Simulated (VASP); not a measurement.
# LiF (P6_3mc) in VASP: a series of runs, part 2 of 2

VASP 6.6.1. The steps go on from the part before.

### Step 4. Single point, LDA

This run uses another cell than the first one, of the same volume but with other edges.

INCAR

```
SYSTEM = LiF
PREC = Accurate
ENCUT = 520
EDIFF = 1E-6
ISMEAR = 0
SIGMA = 0.05
LREAL = .False.
LASPH = .True.
NELM = 80
ALGO = Normal
ISIF = 2
LWAVE = .False.
LCHARG = .False.
NBANDS = 18
```

KPOINTS

```
Automatic mesh
0
Gamma
  9 9 6
  0 0 0
```

POSCAR

```
LiF
1.0
    2.9984347243      0.0000000000      0.0000000000
   -1.4992173621      2.5967206428      0.0000000000
    0.0000000000      0.0000000000      4.7579162205
Li F
2 2
Direct
    0.3333333333      0.6666666667      0.3652620286
    0.6666666667      0.3333333333      0.8652620286
    0.3333333333      0.6666666667      0.9910195924
    0.6666666667      0.3333333333      0.4910195924
```

Potentials or basis: VASP PAW LDA potentials, release 64 (Li_sv, F).

Run with:

```
> cat potpaw_LDA.64/Li_sv/POTCAR potpaw_LDA.64/F/POTCAR > POTCAR
> mpirun -np 1 vasp_std > vasp.out
```

OUTCAR:

```text
SYSTEM = LiF
   PREC = Accurate
   ENCUT = 520
   EDIFF = 1E-6
   ISMEAR = 0
   LREAL = .False.
   LASPH = .True.
   NELM = 80
   ISIF = 2

 ion  position               nearest neighbor table
   1  0.333  0.667  0.365-   3 1.78   4 1.83   4 1.83   4 1.83
   2  0.667  0.333  0.865-   4 1.78   3 1.83   3 1.83   3 1.83
   3  0.333  0.667  0.991-   1 1.78   2 1.83   2 1.83   2 1.83
   4  0.667  0.333  0.491-   2 1.78   1 1.83   1 1.83   1 1.83

  LATTYP: Found a hexagonal cell.
 ALAT       =     2.9984347243
 C/A-ratio  =     1.5868000000

  Lattice vectors:

 A1 = (   2.9984347243,   0.0000000000,   0.0000000000)
 A2 = (  -1.4992173621,   2.5967206428,   0.0000000000)
 A3 = (   0.0000000000,   0.0000000000,   4.7579162205)

Analysis of symmetry for initial positions (statically):
=====================================================================
 Subroutine PRICEL returns:
 Original cell was already a primitive cell.

 Routine SETGRP: Setting up the symmetry group for a
 hexagonal supercell.

 Subroutine GETGRP returns: Found 12 space group operations
 (whereof  6 operations were pure point group operations)
 out of a pool of 24 trial point group operations.

The static configuration has the point symmetry C_3v.
 The point group associated with its full space group is C_6v.

Analysis of symmetry for dynamics (positions and initial velocities):
=====================================================================
 Subroutine PRICEL returns:
 Original cell was already a primitive cell.

 Routine SETGRP: Setting up the symmetry group for a
 hexagonal supercell.

 Subroutine GETGRP returns: Found 12 space group operations
 (whereof  6 operations were pure point group operations)
 out of a pool of 24 trial point group operations.

The dynamic configuration has the point symmetry C_3v.
 The point group associated with its full space group is C_6v.

 Subroutine INISYM returns: Found 12 space group operations
 (whereof  6 operations are pure point group operations),
 and found     1 'primitive' translations

----------------------------------------------------------------------------------------

                                     Primitive cell

  volume of cell :      37.0456

  direct lattice vectors                    reciprocal lattice vectors
     2.998434724  0.000000000  0.000000000     0.333507344  0.192550555  0.000000000
    -1.499217362  2.596720643  0.000000000     0.000000000  0.385101109  0.000000000
     0.000000000  0.000000000  4.757916221     0.000000000  0.000000000  0.210176042

  length of vectors
     2.998434724  2.998434724  4.757916221     0.385101109  0.385101109  0.210176042

  position of ions in fractional coordinates (direct lattice)
     0.333333333  0.666666667  0.365262029
     0.666666667  0.333333333  0.865262029
     0.333333333  0.666666667  0.991019592
     0.666666667  0.333333333  0.491019592

  ion indices of the primitive-cell ions
   primitive index   ion index
                 1           1
                 2           2
                 3           3
                 4           4

----------------------------------------------------------------------------------------

 KPOINTS: Automatic mesh

[... 23 lines left out ...]
            Coordinates               Weight
  0.000000  0.000000  0.000000      1.000000
  0.111111 -0.000000  0.000000      6.000000
  0.222222 -0.000000  0.000000      6.000000
  0.333333 -0.000000  0.000000      6.000000
  0.444444 -0.000000  0.000000      6.000000
  0.111111  0.111111  0.000000      6.000000
[... 16 lines left out ...]
  0.333333  0.222222  0.166667     24.000000
  0.333333  0.333333  0.166667      4.000000
 [... further k-points ...]
   k-points           NKPTS =     48   k-points in BZ     NKDIM =     48   number of bands    NBANDS=     18
   number of dos      NEDOS =    301   number of ions     NIONS =      4
   total plane-waves  NPLWV =  20736
   dimension x,y,z NGX =    24 NGY =   24 NGZ =   36
   dimension x,y,z NGXF=    48 NGYF=   48 NGZF=   72
   ions per type =               2   2
   NGX,Y,Z   is equivalent  to a cutoff of  13.31, 13.31, 12.58 a.u.
   NGXF,Y,Z  is equivalent  to a cutoff of  26.61, 26.61, 25.16 a.u.
 SYSTEM =  LiF
   PREC   = accura    normal or accurate (medium, high low for compatibility)
   ISTART =      0    job   : 0-new  1-cont  2-samecut
   ICHARG =      2    charge: 1-file 2-atom 10-const
   ISPIN  =      1    spin polarized calculation?
   LNONCOLLINEAR =      F non collinear calculations
   LSORBIT =      F    spin-orbit coupling
   LASPH  =      T    aspherical Exc in radial PAW
   ENCUT  =  520.0 eV  38.22 Ry    6.18 a.u.   5.58  5.58  8.85*2*pi/ulx,y,z
   NELM   =     80;   NELMIN=  2; NELMDL= -5     # of ELM steps
   EDIFF  = 0.1E-05   stopping-criterion for ELM
   LREAL  =      F    real-space projection
   EDIFFG = 0.1E-04   stopping-criterion for IOM
   NSW    =      0    number of steps for IOM
   IBRION =     -1    ionic relax: 0-MD 1-quasi-New 2-CG
   NFREE  =      0    steps in history (QN), initial steepest desc. (CG)
   ISIF   =      2    stress and relaxation
   ISYM   =      2    0-nonsym 1-usesym 2-fastsym
   POTIM  = 0.5000    time-step for ionic-motion
   TEBEG  =    0.0;   TEEND  =   0.0 temperature during run
   PSTRESS=    0.0 pullay stress
   NELECT =      20.0000    total number of electrons
   NUPDOWN=      -1.0000    fix difference up-down
   EMIN   =  10.00;   EMAX   =-10.00  energy-range for DOS
   EFERMI =   0.00;   METHOD = LEGACY
   ISMEAR =     0;   SIGMA  =   0.05  broadening in eV -4-tet -1-fermi 0-gaus
   EFERMI_NEDOS =   21; number of points for ismear=-14 and -15
   IALGO  =     38    algorithm
   IMIX   =      4    mixing-type and parameters
     AMIX     =   0.40;   BMIX     =  1.00
     AMIX_MAG =   1.60;   BMIX_MAG =  1.00
  volume/ion in A,a.u.               =       9.26        62.50
  Fermi-wavevector in a.u.,A,eV,Ry     =   1.333028  2.519058 24.177060  1.776964
  Thomas-Fermi vector in A             =   2.461918
   LORBIT       =      0    0 simple, 1 ext, 2 COOP (PROOUT), +10 PAW based schemes
   GGA     = CA    functional components
   LHFCALC =     F    Hartree Fock is set to
   AEXX    =    0.0000 exact exchange contribution
   IVDW    =     0    specifies the selected vdW correction
   LEPSILON=     F    determine dielectric tensor
   LRPA    =     F    only Hartree local field effects (RPA)
 non-spin polarized calculation
 Gauss-broadening in eV      SIGMA  =   0.05
  energy-cutoff  :      520.00
  volume of cell :       37.05
 maximum number of plane-waves:      1020
 NGX is ok and might be reduce to    24

 number of electron      20.0000027 magnetization

 Free energy of the ion-electron system (eV)
  ---------------------------------------------------
  ext. energy  EPLUGINS =         0.00000000
  ---------------------------------------------------
  free energy    TOTEN  =       -20.79752432 eV

  energy without entropy =      -20.79752432  energy(sigma->0) =      -20.79752432

 E-fermi :  -2.2647     XC(G=0):  -9.8673

 val. band max:       -2.5262121684   @ k =   0.0000   0.0000   0.0000
 cond. band min:       5.4341776032   @ k =   0.0000   0.0000   0.0000
 fundamental gap:      7.9603897716
 Fermi energy:        -2.2647413946

 k-point     1 :       0.0000    0.0000    0.0000
  band No.  band energies     occupation
      1     -41.5643      2.00000
      2     -41.4974      2.00000
      3     -21.5633      2.00000
      4     -21.3384      2.00000
      5      -4.8350      2.00000
      6      -2.9090      2.00000
[... 481 lines left out ...]
      5      -4.6861      2.00000
      6      -3.8526      2.00000
[... 10 lines left out ...]
     17      16.4225      0.00000
     18      19.1529      0.00000

 [... further k-points ...]

------------------------ aborting loop because EDIFF is reached ----------------------------------------

  FORCE on cell =-STRESS in cart. coord.  units (eV):
  Direction    XX          YY          ZZ          XY          YZ          ZX
  --------------------------------------------------------------------------------------
  -------------------------------------------------------------------------------------
  Total       -0.1450912     -0.1450912      0.3589835     -0.0000000     -0.0000000      0.0000000
  in kB       -6.2750178     -6.2750178     15.5256013     -0.0000000     -0.0000000      0.0000000
  external PRESSURE =       0.9918552 kB  Pullay stress =       0.0000000 kB

 VOLUME and BASIS-vectors are now :
 -----------------------------------------------------------------------------
  energy-cutoff  :      520.00
  volume of cell :       37.05
      direct lattice vectors                 reciprocal lattice vectors
     2.998434724  0.000000000  0.000000000     0.333507344  0.192550555  0.000000000
    -1.499217362  2.596720643  0.000000000     0.000000000  0.385101109  0.000000000
     0.000000000  0.000000000  4.757916221     0.000000000  0.000000000  0.210176042

 POSITION                                       TOTAL-FORCE (eV/Angst)
 -----------------------------------------------------------------------------------
     -0.00000      1.73115      1.73789         0.000000     -0.000000      0.216153
      1.49922      0.86557      4.11684        -0.000000      0.000000      0.216153
     -0.00000      1.73115      4.71519         0.000000     -0.000000     -0.216153
      1.49922      0.86557      2.33623        -0.000000      0.000000     -0.216153
 -----------------------------------------------------------------------------------
    total drift:                                0.000000      0.000001      0.002586

  FREE ENERGIE OF THE ION-ELECTRON SYSTEM (eV)
  ---------------------------------------------------
  free  energy   TOTEN  =       -20.7975243190 eV

  energy  without entropy=      -20.7975243190  energy(sigma->0) =      -20.79752432
```

OSZICAR:

```text
N       E                     dE             d eps       ncg     rms          rms(c)
DAV:   1     0.117919586856E+03    0.11792E+03   -0.10858E+04  1728   0.121E+03
DAV:   2    -0.119881748453E+02   -0.12991E+03   -0.12705E+03  1996   0.300E+02
DAV:   3    -0.220352675823E+02   -0.10047E+02   -0.99869E+01  3156   0.619E+01
DAV:   4    -0.222071119142E+02   -0.17184E+00   -0.17157E+00  2182   0.850E+00
DAV:   5    -0.222088152052E+02   -0.17033E-02   -0.17030E-02  2308   0.775E-01    0.697E+00
DAV:   6    -0.208248860271E+02    0.13839E+01   -0.35017E+00  1822   0.145E+01    0.217E+00
DAV:   7    -0.208068106704E+02    0.18075E-01   -0.11842E-01  1976   0.244E+00    0.138E+00
DAV:   8    -0.207984002200E+02    0.84105E-02   -0.43634E-02  2358   0.197E+00    0.324E-01
DAV:   9    -0.207973658695E+02    0.10344E-02   -0.54006E-03  2060   0.622E-01    0.848E-02
DAV:  10    -0.207975280411E+02   -0.16217E-03   -0.26853E-04  1882   0.140E-01    0.238E-02
DAV:  11    -0.207975244428E+02    0.35983E-05   -0.16515E-05  2400   0.398E-02    0.571E-03
DAV:  12    -0.207975243190E+02    0.12371E-06   -0.67076E-07  1596   0.821E-03
   1 F= -.20797524E+02 E0= -.20797524E+02  d E =-.775553E-16
```

stdout:

```text
POSCAR found type information on POSCAR LiF
 POSCAR found :  2 types and       4 ions
 scaLAPACK will be used
 LDA part: xc-table for (Slater(with rela. corr.)+CA(PZ))
 , standard interpolation
 POSCAR, INCAR and KPOINTS ok, starting setup
 FFT: planning ... GRIDC
 FFT: planning ... GRID_SOFT
 FFT: planning ... GRID
 WAVECAR not read
 entering main loop
```

Run time: 23 s. Hardware: 1 thread of AMD EPYC 7R13 (Zen 3), shared host; peak memory 0.12 GiB.

Results:

```
Free energy            : -20.7975 eV
Largest force          : 0.216 eV/Å
Band gap on the k mesh : 7.96 eV
```

Forces on the atoms (eV/Å):
```
Li   0.000  0.000  0.216
Li   0.000  0.000  0.216
F    0.000  0.000 -0.216
F    0.000  0.000 -0.216
```

Levels at points of the mesh, in eV from the valence-band top:
```
           k point  band 7  band 8  band 9  band 10  band 11  band 12  band 13  band 14
(0.00, 0.00, 0.00)   -0.38   -0.03   -0.03     0.00     7.96    12.17    15.62    18.86
(0.00, 0.00, 0.50)   -0.21   -0.21   -0.21    -0.21     9.62     9.62    17.90    17.90
```

Caveat: the cutoff is under 1.25 times the usual one of these potentials, so pressure, stress and relaxed cells hold a basis-set (Pulay) error; an odd mesh through Γ misses points on the zone boundary, where band edges can lie.

### Step 5. Single point, LDA

This run uses another cell than the first one, of the same volume but with other edges.

Edit INCAR of step 4 so:

```diff
@@ -8,3 +8,3 @@
 LASPH = .True.
-NELM = 80
+NELM = 60
 ALGO = Normal
```

KPOINTS

```
regular mesh
0
Gamma
  9 9 6
  0 0 0
```

POSCAR

```
LiF
1.0
    3.0300909680      0.0000000000      0.0000000000
   -1.5150454840      2.6241357541      0.0000000000
    0.0000000000      0.0000000000      4.6590208518
Li F
2 2
Direct
    0.3333333333      0.6666666667      0.3652620286
    0.6666666667      0.3333333333      0.8652620286
    0.3333333333      0.6666666667      0.9910195924
    0.6666666667      0.3333333333      0.4910195924
```

Run with:

```
> cat potpaw_LDA.64/Li_sv/POTCAR potpaw_LDA.64/F/POTCAR > POTCAR
> mpirun -np 1 vasp_std > vasp.out
```

Wall time 23 s (1 thread of AMD EPYC 7R13 (Zen 3), shared host); peak memory 0.12 GiB.

The run converged. Its results:

```yaml
Free_energy: -20.7771 eV
Largest_force: 0.416 eV/Å
Band_gap_on_the_k_mesh: 7.92 eV
```

Forces on the atoms (eV/Å):
```
Li   0.000  0.000  0.416
Li   0.000  0.000  0.416
F    0.000  0.000 -0.416
F    0.000  0.000 -0.416
```

Levels at points of the mesh, in eV from the valence-band top:
| k point | band 7 | band 8 | band 9 | band 10 | band 11 | band 12 | band 13 | band 14 |
| --- | --- | --- | --- | --- | --- | --- | --- | --- |
| (0.00, 0.00, 0.00) | -0.48 | -0.08 | -0.08 | 0.00 | 7.92 | 12.30 | 15.75 | 18.56 |
| (0.00, 0.00, 0.50) | -0.28 | -0.28 | -0.28 | -0.28 | 9.61 | 9.61 | 18.16 | 18.16 |

Caveat: the cutoff is under 1.25 times the usual one of these potentials, so pressure, stress and relaxed cells hold a basis-set (Pulay) error; an odd mesh through Γ misses points on the zone boundary, where band edges can lie.

### Step 6. The runs side by side

| cell | gap on the mesh (eV) | largest force (eV/Å) |
| --- | --- | --- |
| a = 2.968, b = 2.968, c = 4.856 Å, angles 90.0, 90.0, 120.0°, 4 atoms, atomic positions A | 7.78 | 0.39 |
| a = 3.098, b = 3.098, c = 4.458 Å, angles 90.0, 90.0, 120.0°, 4 atoms, atomic positions B | 7.83 | 0.98 |
| a = 2.998, b = 2.998, c = 4.758 Å, angles 90.0, 90.0, 120.0°, 4 atoms, atomic positions B | 7.96 | 0.22 |
| a = 3.030, b = 3.030, c = 4.659 Å, angles 90.0, 90.0, 120.0°, 4 atoms, atomic positions B | 7.92 | 0.42 |

Alike in all rows: task single point; level LDA; potentials or basis VASP PAW LDA potentials, release 64 (Li_sv, F); no spin polarisation; k mesh 9 × 9 × 6; cutoff (eV) 520; smearing gaussian 0.05 eV.

Caveats: the cutoff is under 1.25 times the usual one of these potentials, so pressure, stress and relaxed cells hold a basis-set (Pulay) error; an odd mesh through Γ misses points on the zone boundary, where band edges can lie.

Absolute energies hang on the potentials; compare differences alone.
